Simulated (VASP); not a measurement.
# SnO (P4/nmm) in VASP: a series of runs, part 3 of 3

VASP 6.6.1.

### Step 6. Single point, r2SCAN+rVV10

This run uses another cell than the first one, of 18.48 Å³/atom.

Contents of POSCAR:

```
SnO
1.0
    3.8638811754      0.0000000000      0.0000000000
    0.0000000000      3.8638811754      0.0000000000
    0.0000000000      0.0000000000      4.9512221655
Sn O
2 2
Direct
    0.5000000000      0.0000000000      0.7646261400
    0.0000000000      0.5000000000      0.2353738600
    0.0000000000      0.0000000000      0.0000000000
    0.5000000000      0.5000000000      0.0000000000
```

Contents of INCAR.step1:

```
PREC     = Accurate       # precision mode
ENCUT    = 660            # plane-wave cutoff, eV
ISMEAR   = -1             # smearing method
SIGMA    = 0.05           # smearing width, eV
LREAL    = F              # projectors in reciprocal space
LASPH    = T              # aspherical terms in the spheres
NELM     = 120            # most SCF steps
NBANDS   = 28             # bands
GGA      = PE             # functional
ALGO     = Normal         # electronic algorithm
EDIFF    = 1E-5           # SCF threshold, eV
LWAVE    = T              # write WAVECAR
LCHARG   = F              # write CHGCAR
GGA_COMPAT= F
```

Contents of INCAR.step2:

```
PREC     = Accurate       # precision mode
ENCUT    = 660            # plane-wave cutoff, eV
EDIFF    = 1E-6           # SCF threshold, eV
ISMEAR   = -1             # smearing method
SIGMA    = 0.05           # smearing width, eV
LREAL    = F              # projectors in reciprocal space
LASPH    = T              # aspherical terms in the spheres
NELM     = 120            # most SCF steps
ALGO     = Normal         # electronic algorithm
ISIF     = 2              # what is computed and relaxed
LWAVE    = F              # write WAVECAR
LCHARG   = F              # write CHGCAR
METAGGA  = R2SCAN         # meta-GGA
LMIXTAU  = T            
LUSE_VDW = T            
IVDW_NL  = 2            
BPARAM   = 11.95        
CPARAM   = 0.0093       
NBANDS   = 28             # bands
ISTART   = 1            
GGA_COMPAT= F
```

Contents of KPOINTS:

```
regular mesh
0
Gamma
  7 7 6
```

Potentials or basis: VASP PAW PBE potentials, release 64 (Sn_d, O).

Run with:

```bash
> cat potpaw_PBE.64/Sn_d/POTCAR potpaw_PBE.64/O/POTCAR > POTCAR
> cp INCAR.step1 INCAR
> mpirun -np 1 vasp_std > vasp.out
> cp INCAR.step2 INCAR
> mpirun -np 1 vasp_std > vasp.out
```

OUTCAR:

```text
PREC = Accurate
   ENCUT = 660
   EDIFF = 1E-6
   ISMEAR = -1
   LREAL = F
   LASPH = T
   NELM = 120
   ISIF = 2
   METAGGA = R2SCAN
   IVDW_NL = 2
   BPARAM = 11.95
   ISTART = 1

 ion  position               nearest neighbor table
   1  0.500  0.000  0.765-   3 2.26   4 2.26   4 2.26   3 2.26   2 3.59   2 3.59   2 3.59   2 3.59

   2  0.000  0.500  0.235-   3 2.26   4 2.26   3 2.26   4 2.26   1 3.59   1 3.59   1 3.59   1 3.59

   3  0.000  0.000  0.000-   1 2.26   2 2.26   2 2.26   1 2.26
   4  0.500  0.500  0.000-   1 2.26   2 2.26   1 2.26   2 2.26

  LATTYP: Found a simple tetragonal cell.
 ALAT       =     3.8638811754
 C/A-ratio  =     1.2814116016

  Lattice vectors:

 A1 = (   3.8638811754,   0.0000000000,   0.0000000000)
 A2 = (   0.0000000000,   3.8638811754,   0.0000000000)
 A3 = (   0.0000000000,   0.0000000000,   4.9512221655)

Analysis of symmetry for initial positions (statically):
=====================================================================
 Subroutine PRICEL returns:
 Original cell was already a primitive cell.

[... 174 lines left out ...]
  energy without entropy =      -65.79211284  energy(sigma->0) =      -65.79212711

 E-fermi :   6.6446     XC(G=0): -10.6901

 val. band max:        6.3462658911   @ k =   0.0000   0.0000   0.0000
 cond. band min:       6.9751545594   @ k =   0.4286   0.4286   0.0000
 fundamental gap:      0.6288886684
 Fermi energy:         6.6445782557

 k-point     1 :       0.0000    0.0000    0.0000
  band No.  band energies     occupation
      1     -16.2913      2.00000
      2     -15.8352      2.00000
      3     -15.8212      2.00000
      4     -15.8212      2.00000
      5     -15.7883      2.00000
      6     -15.7623      2.00000
[... 733 lines left out ...]
     27      15.5824      0.00000
     28      16.4297      0.00000

 [... further k-points ...]

------------------------ aborting loop because EDIFF is reached ----------------------------------------

  FORCE on cell =-STRESS in cart. coord.  units (eV):
  Direction    XX          YY          ZZ          XY          YZ          ZX
  --------------------------------------------------------------------------------------
  -------------------------------------------------------------------------------------
  Total       -2.2240988     -2.2240988     -1.7559391      0.0000000      0.0000000      0.0000000
  in kB      -48.2064030    -48.2064030    -38.0592381      0.0000000      0.0000000      0.0000000
  external PRESSURE =     -44.8240147 kB  Pullay stress =       0.0000000 kB

 VOLUME and BASIS-vectors are now :
 -----------------------------------------------------------------------------
  energy-cutoff  :      660.00
  volume of cell :       73.92
      direct lattice vectors                 reciprocal lattice vectors
     3.863881175  0.000000000  0.000000000     0.258807131  0.000000000  0.000000000
     0.000000000  3.863881175  0.000000000     0.000000000  0.258807131  0.000000000
     0.000000000  0.000000000  4.951222165     0.000000000  0.000000000  0.201970335

 POSITION                                       TOTAL-FORCE (eV/Angst)
 -----------------------------------------------------------------------------------
      1.93194      0.00000      3.78583        -0.000000     -0.000000      0.502157
      0.00000      1.93194      1.16539         0.000000     -0.000000     -0.502157
      0.00000      0.00000      0.00000        -0.000000      0.000000      0.000000
      1.93194      1.93194      0.00000         0.000000     -0.000000      0.000000
 -----------------------------------------------------------------------------------
    total drift:                                0.000000     -0.000000      0.000000

  FREE ENERGIE OF THE ION-ELECTRON SYSTEM (eV)
  ---------------------------------------------------
  free  energy   TOTEN  =       -65.7921413873 eV

  energy  without entropy=      -65.7921128355  energy(sigma->0) =      -65.79212711
```

OUTCAR.step1:

```text
PREC = Accurate
   ENCUT = 660
   ISMEAR = -1
   LREAL = F
   LASPH = T
[... 975 lines left out ...]
      1.93194      0.00000      3.78583         0.000000      0.000000      0.079679
      0.00000      1.93194      1.16539         0.000000      0.000000     -0.079679
      0.00000      0.00000      0.00000         0.000000      0.000000      0.000000
      1.93194      1.93194      0.00000         0.000000     -0.000000      0.000000
 -----------------------------------------------------------------------------------
    total drift:                                0.000000     -0.000000      0.000000

  FREE ENERGIE OF THE ION-ELECTRON SYSTEM (eV)
  ---------------------------------------------------
  free  energy   TOTEN  =       -22.7307128794 eV

  energy  without entropy=      -22.7306189641  energy(sigma->0) =      -22.73066592
```

OSZICAR.step1:

```text
N       E                     dE             d eps       ncg     rms          rms(c)
DAV:   1     0.453185942650E+03    0.45319E+03   -0.22836E+04  2292   0.249E+03
DAV:   2     0.437508520481E+02   -0.40944E+03   -0.39275E+03  2344   0.601E+02
DAV:   3    -0.230206780125E+02   -0.66772E+02   -0.65459E+02  2520   0.193E+02
DAV:   4    -0.264355213951E+02   -0.34148E+01   -0.33924E+01  2544   0.461E+01
DAV:   5    -0.265191629084E+02   -0.83642E-01   -0.83621E-01  2488   0.778E+00    0.117E+01
DAV:   6    -0.227884055414E+02    0.37308E+01   -0.17880E+01  3600   0.458E+01    0.511E+00
DAV:   7    -0.227523326088E+02    0.36073E-01   -0.22292E+00  2676   0.886E+00    0.250E+00
DAV:   8    -0.227373692503E+02    0.14963E-01   -0.30726E-01  2676   0.363E+00    0.807E-01
DAV:   9    -0.227296791816E+02    0.76901E-02   -0.48736E-02  3576   0.212E+00    0.247E-01
DAV:  10    -0.227311591996E+02   -0.14800E-02   -0.82354E-03  2976   0.801E-01    0.159E-01
DAV:  11    -0.227306819935E+02    0.47721E-03   -0.26297E-03  3420   0.445E-01    0.227E-02
DAV:  12    -0.227307157134E+02   -0.33720E-04   -0.29263E-04  2296   0.104E-01    0.307E-02
DAV:  13    -0.227307128794E+02    0.28339E-05   -0.27010E-05  2036   0.431E-02
   1 F= -.22730713E+02 E0= -.22730666E+02  d E =-.939154E-04
```

Wall time 3.8 min (1 thread of AMD EPYC 9R45 (Zen 5), shared host); peak memory 0.39 GiB.

Results:

```yaml
Free_energy: -65.7921 eV
Pressure: -4.5 GPa
Largest_force: 0.502 eV/Å
Band_gap_on_the_k_mesh: 0.63 eV (least direct gap 2.31 eV)
```

Forces in eV/Å, atoms in the order of the input:
```
Sn   0.000  0.000  0.502
Sn   0.000  0.000 -0.502
O    0.000  0.000  0.000
O    0.000  0.000  0.000
```

Stress tensor (GPa, compression positive):
```
-4.82  0.00  0.00
 0.00 -4.82  0.00
 0.00  0.00 -3.81
```

Caveat: the cell stands under tension; the PAW data sets were made with another functional, which shifts forces and pressure a little; spin-orbit coupling is left out, which moves the levels of the heavy elements; an odd mesh through Γ misses points on the zone boundary, where band edges can lie.

### Step 7. The runs side by side

| cell | gap on the mesh (eV) | pressure (GPa) | largest force (eV/Å) |
| --- | --- | --- | --- |
| a = 3.762, b = 3.762, c = 4.821 Å, 4 atoms | 0.30 | 3.3 | 0.65 |
| a = 3.788, b = 3.788, c = 4.854 Å, 4 atoms | 0.39 | 1.0 | 0.33 |
| a = 3.814, b = 3.814, c = 4.887 Å, 4 atoms | 0.47 | -1.0 | 0.03 |
| a = 3.839, b = 3.839, c = 4.919 Å, 4 atoms | 0.55 | -2.8 | 0.25 |
| a = 3.864, b = 3.864, c = 4.951 Å, 4 atoms | 0.63 | -4.5 | 0.50 |

Alike in all rows: task single point; level r2SCAN+rVV10; potentials or basis VASP PAW PBE potentials, release 64 (Sn_d, O); no spin polarisation; k mesh 7 × 7 × 6; cutoff (eV) 660; smearing fermi-dirac 0.05 eV.

Caveats: the PAW data sets were made with another functional, which shifts forces and pressure a little; spin-orbit coupling is left out, which moves the levels of the heavy elements; an odd mesh through Γ misses points on the zone boundary, where band edges can lie; the cell stands under pressure (at least some runs); the cell stands under tension (at least some runs).

Total energies depend on the potentials used, so only differences within one code and one set of settings carry meaning.
